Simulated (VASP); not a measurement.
Wanted: the native input for a VASP 6.6.1 run.

```yaml
Task: single point
Functional: PBE
Potentials_or_basis: VASP PAW PBE potentials, release 64 (Ca_sv, Si, N)
Cutoff: 600 eV
k_mesh: 8 × 4 × 4
Occupations: gaussian, width 0.2 eV
Spin: no spin polarisation
Dipole_correction: no
Further_INCAR_settings: ALGO = Normal; EDIFF = 1e-06; NBANDS = 44
```

The structure of CaSi3N2 lies in POSCAR:

```
CaSi3N2
1.0
    2.9885297439      0.0000164788      0.0020444872
   -0.0000511032      5.1787536057      0.0080074049
    0.0058890229      0.0143669507      9.1200107559
Ca Si N
2 6 4
Direct
    0.0000042799     -0.0000053187      0.0000098385
    0.5000557927      0.4999781444      0.9999914695
    1.0008485218      0.3336444974      0.7032774376
    0.5008613819      0.8336526808      0.7034233076
    0.4991655195      0.1663135803      0.2967156707
   -0.0008466528      0.6663831007      0.2965637750
   -0.0000862261      0.9998008415      0.4999997872
    0.4999354999      0.5002555336      0.5000010758
    0.9993978275      0.3334877371      0.1976807808
    0.4994076144      0.8334468577      0.1975690668
    0.5006288478      0.1665097965      0.8023739885
    0.0006275937      0.6665325487      0.8023938019
```

These files were run (other wordings do the same):

INCAR

```
SYSTEM = CaSi3N2
PREC     = Accurate       ! precision mode
ENCUT    = 600            ! plane-wave cutoff, eV
EDIFF    = 1E-6           ! SCF threshold, eV
ISMEAR   = 0              ! smearing method
SIGMA    = 0.2            ! smearing width, eV
LREAL    = .False.        ! projectors in reciprocal space
LASPH    = .True.         ! aspherical terms in the spheres
NELM     = 120            ! most SCF steps
ALGO     = Normal         ! electronic algorithm
ISIF     = 2              ! what is computed and relaxed
LWAVE    = .False.        ! write WAVECAR
LCHARG   = .True.         ! write CHGCAR
GGA      = PE             ! functional
LELF     = .True.         ! ELF
LVHAR    = .True.       
NBANDS   = 44             ! bands
GGA_COMPAT= .False.
```

KPOINTS

```
regular mesh
0
Gamma
  8 4 4
  0 0 0
```

Potentials or basis: VASP PAW PBE potentials, release 64 (Ca_sv, Si, N).

The run is started by

```bash
$ cat potpaw_PBE.64/Ca_sv/POTCAR potpaw_PBE.64/Si/POTCAR potpaw_PBE.64/N/POTCAR > POTCAR
$ mpirun -np 1 vasp_std > vasp.out
```

Results of the run:

- Pressure: 0.1 GPa
- Largest force: 0.037 eV/Å
- Band gap on the k mesh: zero (bands 32 and 33 overlap by 1.48 eV)

It took 6.1 min on 1 thread of Intel(R) Xeon(R) Platinum 8488C (Sapphire Rapids), on a shared host, peak memory 0.55 GiB.
